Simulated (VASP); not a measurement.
# Yb (Im-3m) in VASP: notebook

Aim: see how the results for Yb move with the level of theory and the settings. Levels: LDA, PBEsol, r2SCAN. Tasks: single point.

All numbers are computed with VASP 6.6.1; they aren't measurements. Logs are shortened: lines on timing, memory, paths and dates and some standing lists are left out, and cuts for length are marked.

## (1) The cell of the first run

Symmetry: Im-3m, No. 229, cubic system. The conventional cell has a = 4.303 Å, b = 4.303 Å, c = 4.303 Å, α = 90.00°, β = 90.00°, γ = 90.00°. Yb (site symmetry m-3m) has 14 Yb at 3.73 to 4.30 Å within 4.9 Å.

## (2) Single point, LDA, collinear spin, ferromagnetic start

INCAR reads:

```
PREC = Accurate ; ENCUT = 520
EDIFF = 1E-7 ; ISMEAR = -1
SIGMA = 0.05 ; LREAL = F
LASPH = T ; NELM = 150
ALGO = Normal ; ISIF = 2
LWAVE = F ; LCHARG = F
ISPIN = 2 ; MAGMOM = 1
LORBIT = 11 ; LMAXMIX = 6
GGA = CA ; NBANDS = 22
```

KPOINTS reads:

```
Automatic mesh
0
Gamma
  5 5 5
```

POSCAR reads:

```
Yb
1.0
   -2.1514830000      2.1514830000      2.1514830000
    2.1514830000     -2.1514830000      2.1514830000
    2.1514830000      2.1514830000     -2.1514830000
Yb
1
Direct
    0.0000000000      0.0000000000      0.0000000000
```

Potentials or basis: VASP PAW PBE potentials, release 64 (Yb).

Launch:

```bash
> cat potpaw_PBE.64/Yb/POTCAR > POTCAR
> mpirun -np 1 vasp_std > vasp.out
```

OUTCAR:

```text
PREC = Accurate
   ENCUT = 520
   EDIFF = 1E-7
   ISMEAR = -1
   LREAL = F
   LASPH = T
   NELM = 150
   ISIF = 2
   ISPIN = 2
   LORBIT = 11
   GGA = CA

 ion  position               nearest neighbor table
   1  0.000  0.000  0.000-

  LATTYP: Found a body centered cubic cell.
 ALAT       =     4.3029660000

  Lattice vectors:

 A1 = (  -2.1514830000,   2.1514830000,   2.1514830000)
 A2 = (   2.1514830000,  -2.1514830000,   2.1514830000)
 A3 = (   2.1514830000,   2.1514830000,  -2.1514830000)

Analysis of symmetry for initial positions (statically):
=====================================================================
 Subroutine PRICEL returns:
 Original cell was already a primitive cell.

 Routine SETGRP: Setting up the symmetry group for a
 body centered cubic supercell.

 Subroutine GETGRP returns: Found 48 space group operations
 (whereof 48 operations were pure point group operations)
 out of a pool of 48 trial point group operations.

The static configuration has the point symmetry O_h .

Analysis of symmetry for dynamics (positions and initial velocities):
=====================================================================
 Subroutine PRICEL returns:
 Original cell was already a primitive cell.

 Routine SETGRP: Setting up the symmetry group for a
 body centered cubic supercell.

 Subroutine GETGRP returns: Found 48 space group operations
 (whereof 48 operations were pure point group operations)
 out of a pool of 48 trial point group operations.

The dynamic configuration has the point symmetry O_h .

Analysis of structural, dynamic, and magnetic symmetry:
=====================================================================
 Subroutine PRICEL returns:
 Original cell was already a primitive cell.

 Routine SETGRP: Setting up the symmetry group for a
 body centered cubic supercell.

 Subroutine GETGRP returns: Found 48 space group operations
 (whereof 48 operations were pure point group operations)
 out of a pool of 48 trial point group operations.

The overall configuration has the point symmetry O_h .

 Subroutine INISYM returns: Found 48 space group operations
 (whereof 48 operations are pure point group operations),
 and found     1 'primitive' translations

----------------------------------------------------------------------------------------

                                     Primitive cell

  volume of cell :      39.8358

  direct lattice vectors                    reciprocal lattice vectors
    -2.151483000  2.151483000  2.151483000     0.000000000  0.232397839  0.232397839
     2.151483000 -2.151483000  2.151483000     0.232397839  0.000000000  0.232397839
     2.151483000  2.151483000 -2.151483000     0.232397839  0.232397839  0.000000000

  length of vectors
     3.726477868  3.726477868  3.726477868     0.328660176  0.328660176  0.328660176

  position of ions in fractional coordinates (direct lattice)
     0.000000000  0.000000000  0.000000000

  ion indices of the primitive-cell ions
   primitive index   ion index
                 1           1

----------------------------------------------------------------------------------------

 KPOINTS: Automatic mesh

Automatic generation of k-mesh.
 Grid dimensions read from file:
 generate k-points for:    5    5    5

 Generating k-lattice:

  Cartesian coordinates                     Fractional coordinates (reciprocal lattice)
     0.000000000  0.046479568  0.046479568     0.200000000  0.000000000  0.000000000
     0.046479568  0.000000000  0.046479568     0.000000000  0.200000000  0.000000000
     0.046479568  0.046479568  0.000000000     0.000000000  0.000000000  0.200000000

  Length of vectors
     0.065732035  0.065732035  0.065732035

  Shift w.r.t. Gamma in fractional coordinates (k-lattice)
     0.000000000  0.000000000  0.000000000

 Subroutine IBZKPT returns following result:
 ===========================================

 Found     10 irreducible k-points:

 Following reciprocal coordinates:
            Coordinates               Weight
  0.000000  0.000000  0.000000      1.000000
  0.200000  0.000000  0.000000     12.000000
  0.400000  0.000000  0.000000     12.000000
  0.200000  0.200000  0.000000     24.000000
  0.400000  0.200000  0.000000     24.000000
  0.200000  0.200000  0.200000      8.000000
 -0.200000  0.200000  0.200000      6.000000
 -0.400000  0.400000  0.200000     24.000000
 -0.400000 -0.400000  0.200000      8.000000
 -0.400000  0.400000  0.400000      6.000000
   k-points           NKPTS =     10   k-points in BZ     NKDIM =     10   number of bands    NBANDS=     22
   number of dos      NEDOS =    301   number of ions     NIONS =      1
   total plane-waves  NPLWV =  21952
   dimension x,y,z NGX =    28 NGY =   28 NGZ =   28
   dimension x,y,z NGXF=    56 NGYF=   56 NGZF=   56
   ions per type =               1
   NGX,Y,Z   is equivalent  to a cutoff of  12.49, 12.49, 12.49 a.u.
   NGXF,Y,Z  is equivalent  to a cutoff of  24.98, 24.98, 24.98 a.u.
 SYSTEM =  unknown system
   PREC   = accura    normal or accurate (medium, high low for compatibility)
   ISTART =      0    job   : 0-new  1-cont  2-samecut
   ICHARG =      2    charge: 1-file 2-atom 10-const
   ISPIN  =      2    spin polarized calculation?
   LNONCOLLINEAR =      F non collinear calculations
   LSORBIT =      F    spin-orbit coupling
   LASPH  =      T    aspherical Exc in radial PAW
   ENCUT  =  520.0 eV  38.22 Ry    6.18 a.u.   6.93  6.93  6.93*2*pi/ulx,y,z
   NELM   =    150;   NELMIN=  2; NELMDL= -5     # of ELM steps
   EDIFF  = 0.1E-06   stopping-criterion for ELM
   LREAL  =      F    real-space projection
   EDIFFG = 0.1E-05   stopping-criterion for IOM
   NSW    =      0    number of steps for IOM
   IBRION =     -1    ionic relax: 0-MD 1-quasi-New 2-CG
   NFREE  =      0    steps in history (QN), initial steepest desc. (CG)
   ISIF   =      2    stress and relaxation
   ISYM   =      2    0-nonsym 1-usesym 2-fastsym
   POTIM  = 0.5000    time-step for ionic-motion
   TEBEG  =    0.0;   TEEND  =   0.0 temperature during run
   PSTRESS=    0.0 pullay stress
   NELECT =      24.0000    total number of electrons
   NUPDOWN=      -1.0000    fix difference up-down
   EMIN   =  10.00;   EMAX   =-10.00  energy-range for DOS
   EFERMI =   0.00;   METHOD = LEGACY
   ISMEAR =    -1;   SIGMA  =   0.05  broadening in eV -4-tet -1-fermi 0-gaus
   EFERMI_NEDOS =   21; number of points for ismear=-14 and -15
   IALGO  =     38    algorithm
   IMIX   =      4    mixing-type and parameters
     AMIX     =   0.40;   BMIX     =  1.00
     AMIX_MAG =   1.60;   BMIX_MAG =  1.00
  volume/ion in A,a.u.               =      39.84       268.83
  Fermi-wavevector in a.u.,A,eV,Ry     =   1.382677  2.612880 26.011550  1.911795
  Thomas-Fermi vector in A             =   2.507346
   LORBIT       =     11    0 simple, 1 ext, 2 COOP (PROOUT), +10 PAW based schemes
   GGA     = CA    functional components
   LHFCALC =     F    Hartree Fock is set to
   AEXX    =    0.0000 exact exchange contribution
   IVDW    =     0    specifies the selected vdW correction
   LEPSILON=     F    determine dielectric tensor
   LRPA    =     F    only Hartree local field effects (RPA)
 spin polarized calculation
  energy-cutoff  :      520.00
  volume of cell :       39.84
 maximum number of plane-waves:      1084
   NGX = 13   NGY = 13   NGZ = 13

 number of electron      24.0000000 magnetization      -0.0000641

 number of electron      24.0000000 magnetization       0.0000171

 Free energy of the ion-electron system (eV)
  ---------------------------------------------------
  ext. energy  EPLUGINS =         0.00000000
  ---------------------------------------------------
  free energy    TOTEN  =        -4.00458933 eV

  energy without entropy =       -3.99082072  energy(sigma->0) =       -3.99770502

 E-fermi :   1.0549     XC(G=0):  -9.2989

 val. band max:        1.0450308625   @ k =  -0.4000   0.4000   0.4000
 cond. band min:       1.0964528179   @ k =  -0.4000  -0.4000   0.2000
 fundamental gap:      0.0514219554
 Fermi energy:         1.0549363677

 spin component 1

 k-point     1 :       0.0000    0.0000    0.0000
  band No.  band energies     occupation
      1     -50.5160      1.00000
      2     -22.9434      1.00000
      3     -22.9434      1.00000
      4     -22.9434      1.00000
      5      -3.9186      1.00000
      6       0.5766      0.99993
[... 14 lines left out ...]
     21      16.3759      0.00000
     22      16.3759      0.00000

 k-point     2 :       0.2000    0.0000    0.0000
  band No.  band energies     occupation
      1     -50.5120      1.00000
      2     -23.0315      1.00000
      3     -22.9728      1.00000
      4     -22.9433      1.00000
      5      -3.0626      1.00000
      6       0.5821      0.99992
[... 14 lines left out ...]
     21      13.9715      0.00000
     22      14.0782      0.00000
[... 158 lines left out ...]
      6       0.5821      0.99992
[... 14 lines left out ...]
     21      14.4332      0.00000
     22      14.4332      0.00000

 k-point    10 :      -0.4000    0.4000    0.4000
  band No.  band energies     occupation
      1     -50.4968      1.00000
      2     -23.1202      1.00000
      3     -23.1059      1.00000
      4     -23.1059      1.00000
      5       0.5577      0.99995
      6       0.5718      0.99994
[... 14 lines left out ...]
     21      14.8319      0.00000
     22      15.1505      0.00000
 Fermi energy:         1.0549363677

 spin component 2

 k-point     1 :       0.0000    0.0000    0.0000
  band No.  band energies     occupation
      1     -50.5160      1.00000
      2     -22.9434      1.00000
      3     -22.9434      1.00000
      4     -22.9434      1.00000
      5      -3.9186      1.00000
      6       0.5766      0.99993
[... 14 lines left out ...]
     21      16.3760      0.00000
     22      16.3760      0.00000

 k-point     2 :       0.2000    0.0000    0.0000
  band No.  band energies     occupation
      1     -50.5120      1.00000
      2     -23.0315      1.00000
      3     -22.9728      1.00000
      4     -22.9433      1.00000
      5      -3.0625      1.00000
      6       0.5821      0.99992
[... 14 lines left out ...]
     21      13.9716      0.00000
     22      14.0783      0.00000
[... 173 lines left out ...]
     21      14.4332      0.00000
     22      14.4332      0.00000

 k-point    10 :      -0.4000    0.4000    0.4000
  band No.  band energies     occupation
      1     -50.4968      1.00000
      2     -23.1202      1.00000
      3     -23.1059      1.00000
      4     -23.1059      1.00000
      5       0.5578      0.99995
      6       0.5718      0.99994
[... 14 lines left out ...]
     21      14.8320      0.00000
     22      15.1506      0.00000

------------------------ aborting loop because EDIFF is reached ----------------------------------------

  FORCE on cell =-STRESS in cart. coord.  units (eV):
  Direction    XX          YY          ZZ          XY          YZ          ZX
  --------------------------------------------------------------------------------------
  -------------------------------------------------------------------------------------
  Total       -1.2609754     -1.2609754     -1.2609754     -0.0000000     -0.0000000     -0.0000000
  in kB      -50.7158182    -50.7158182    -50.7158182     -0.0000000     -0.0000000     -0.0000000
  external PRESSURE =     -50.7158182 kB  Pullay stress =       0.0000000 kB

 VOLUME and BASIS-vectors are now :
 -----------------------------------------------------------------------------
  energy-cutoff  :      520.00
  volume of cell :       39.84
      direct lattice vectors                 reciprocal lattice vectors
    -2.151483000  2.151483000  2.151483000     0.000000000  0.232397839  0.232397839
     2.151483000 -2.151483000  2.151483000     0.232397839  0.000000000  0.232397839
     2.151483000  2.151483000 -2.151483000     0.232397839  0.232397839  0.000000000

 POSITION                                       TOTAL-FORCE (eV/Angst)
 -----------------------------------------------------------------------------------
      0.00000      0.00000      0.00000         0.000000      0.000000      0.000000
 -----------------------------------------------------------------------------------
    total drift:                                0.000000      0.000000      0.000000

  FREE ENERGIE OF THE ION-ELECTRON SYSTEM (eV)
  ---------------------------------------------------
  free  energy   TOTEN  =        -4.0045893282 eV

  energy  without entropy=       -3.9908207169  energy(sigma->0) =       -3.99770502

 total charge

# of ion       s       p       d       f       tot
--------------------------------------------------
    1        2.219   5.929   0.229  13.652  22.029

 magnetization (x)

# of ion       s       p       d       f       tot
--------------------------------------------------
    1       -0.000   0.000   0.000  -0.000   0.000
```

Run time: 48 s. Hardware: 1 thread of AMD EPYC 9R45 (Zen 5), shared host; peak memory 0.14 GiB.

What came out:

| Property | Result |
| --- | --- |
| Free energy | -4.0046 eV |
| Pressure | -5.1 GPa |
| Band gap on the k mesh | zero (filled and empty bands overlap) |
| Net moment | 0.00 μB per cell |
| Valence electrons inside the program's atomic spheres | Yb 22.03 |

Caveat: the k points lie up to 0.41 Å⁻¹ apart; the PAW data sets were made with another functional, which shifts forces and pressure a little; spin-orbit coupling is left out, which moves the levels of the heavy elements. The state reached can hang on the start; a lower one may exist.

## (3) Single point, PBEsol, collinear spin, ferromagnetic start

INCAR reads:

```
ALGO     = Normal         # electronic algorithm
EDIFF    = 1E-6           # SCF threshold, eV
ENCUT    = 520            # plane-wave cutoff, eV
GGA      = PS             # functional
ISIF     = 2              # what is computed and relaxed
ISMEAR   = -1             # smearing method
ISPIN    = 2              # spin polarisation
LASPH    = True           # aspherical terms in the spheres
LCHARG   = False          # write CHGCAR
LMAXMIX  = 6              # l up to which the mixer works
LORBIT   = 11             # projections on sites
LREAL    = False          # projectors in reciprocal space
LWAVE    = False          # write WAVECAR
MAGMOM   = 1              # initial moments
NBANDS   = 22             # bands
NELM     = 150            # most SCF steps
PREC     = Accurate       # precision mode
SIGMA    = 0.05           # smearing width, eV
```

KPOINTS reads:

```
k-points
0
Gamma
  5 5 5
```

POSCAR is that of step 2.

Potentials or basis: VASP PAW PBE potentials, release 64 (Yb).

Launch:

```bash
> cat potpaw_PBE.64/Yb/POTCAR > POTCAR
> mpirun -np 1 vasp_std > vasp.out
```

Run time: 88 s. Hardware: 1 thread of AMD EPYC 9R45 (Zen 5), shared host; peak memory 0.16 GiB.

It converged, with:

| Item | Value |
| --- | --- |
| Free energy | -3.8333 eV |
| Pressure | -2.8 GPa |
| Band gap on the k mesh | zero (filled and empty bands overlap) |
| Net moment | 0.00 μB per cell |
| Valence electrons inside the program's atomic spheres | Yb 22.05 |

Levels at points of the mesh, in eV from the Fermi level:
Spin up:
| k point | band 9 | band 10 | band 11 | band 12 | band 13 | band 14 | band 15 | band 16 |
| --- | --- | --- | --- | --- | --- | --- | --- | --- |
| (0.00, 0.00, 0.00) | -0.34 | -0.34 | -0.34 | -0.32 | 2.71 | 2.71 | 2.71 | 4.45 |
Spin down:
| k point | band 10 | band 11 | band 12 | band 13 | band 14 | band 15 |
| --- | --- | --- | --- | --- | --- | --- |
| (0.00, 0.00, 0.00) | -0.34 | -0.34 | -0.32 | 2.71 | 2.71 | 2.71 |

Caveat: the k points lie up to 0.41 Å⁻¹ apart; the PAW data sets were made with another functional, which shifts forces and pressure a little; spin-orbit coupling is left out, which moves the levels of the heavy elements. The state reached can hang on the start; a lower one may exist.

## (4) Single point, r2SCAN, collinear spin, ferromagnetic start

POSCAR is that of step 3.

INCAR.step1 reads:

```
  ALGO = Normal
  EDIFF = 1E-4
  ENCUT = 520
  GGA = PE
  ISMEAR = -1
  ISPIN = 2
  LASPH = True
  LCHARG = False
  LMAXMIX = 6
  LREAL = False
  LWAVE = True
  MAGMOM = 1
  NBANDS = 22
  NELM = 150
  PREC = Accurate
  SIGMA = 0.05
```

INCAR.step2 reads:

```
  ALGO = Normal
  EDIFF = 1E-6
  ENCUT = 520
  ISIF = 2
  ISMEAR = -1
  ISPIN = 2
  ISTART = 1
  LASPH = True
  LCHARG = False
  LMAXMIX = 6
  LMIXTAU = True
  LORBIT = 11
  LREAL = False
  LWAVE = False
  MAGMOM = 1
  METAGGA = R2SCAN
  NBANDS = 22
  NELM = 150
  PREC = Accurate
  SIGMA = 0.05
```

KPOINTS is that of step 3.

Launch:

```bash
> cat potpaw_PBE.64/Yb/POTCAR > POTCAR
> cp INCAR.step1 INCAR
> mpirun -np 1 vasp_std > vasp.out
> cp INCAR.step2 INCAR
> mpirun -np 1 vasp_std > vasp.out
```

Wall time 5.2 min (1 thread of AMD EPYC 9R45 (Zen 5), shared host); peak memory 0.18 GiB.

It converged, with:

| Item | Value |
| --- | --- |
| Free energy | -35.4986 eV |
| Pressure | 2.7 GPa |
| Band gap on the k mesh | zero (filled and empty bands overlap) |
| Net moment | 0.02 μB per cell |
| Valence electrons inside the program's atomic spheres | Yb 21.95 |

Levels at points of the mesh, in eV from the Fermi level:
Spin up:
```csv
k point,band 8,band 9,band 10,band 11,band 12,band 13,band 14,band 15,band 16,band 17
"(0.00, 0.00, 0.00)",-0.42,-0.35,-0.35,-0.35,-0.35,3.10,3.10,3.10,4.82,4.82
```
Spin down:
```
           k point  band 9  band 10  band 11  band 12  band 13  band 14  band 15  band 16
(0.00, 0.00, 0.00)   -0.36    -0.35    -0.35    -0.35     3.11     3.11     3.11     4.86
```

Caveat: the k points lie up to 0.41 Å⁻¹ apart; the PAW data sets were made with another functional, which shifts forces and pressure a little; spin-orbit coupling is left out, which moves the levels of the heavy elements. The state reached can hang on the start; a lower one may exist.

## (5) Summary

| level | gap on the mesh (eV) | pressure (GPa) | moment (μB) |
| --- | --- | --- | --- |
| LDA | none | -5.1 | 0.00 |
| PBEsol | none | -2.8 | 0.00 |
| r2SCAN | none | 2.7 | 0.02 |

Alike in all rows: task single point; potentials or basis VASP PAW PBE potentials, release 64 (Yb); spin collinear, ferromagnetic start; cell as given; k mesh 5 × 5 × 5; cutoff (eV) 520; smearing fermi-dirac 0.05 eV.

Caveats: all runs use coarse meshes; the PAW data sets were made with another functional, which shifts forces and pressure a little; spin-orbit coupling is left out, which moves the levels of the heavy elements.

Total energies depend on the potentials used, so only differences within one code and one set of settings carry meaning.
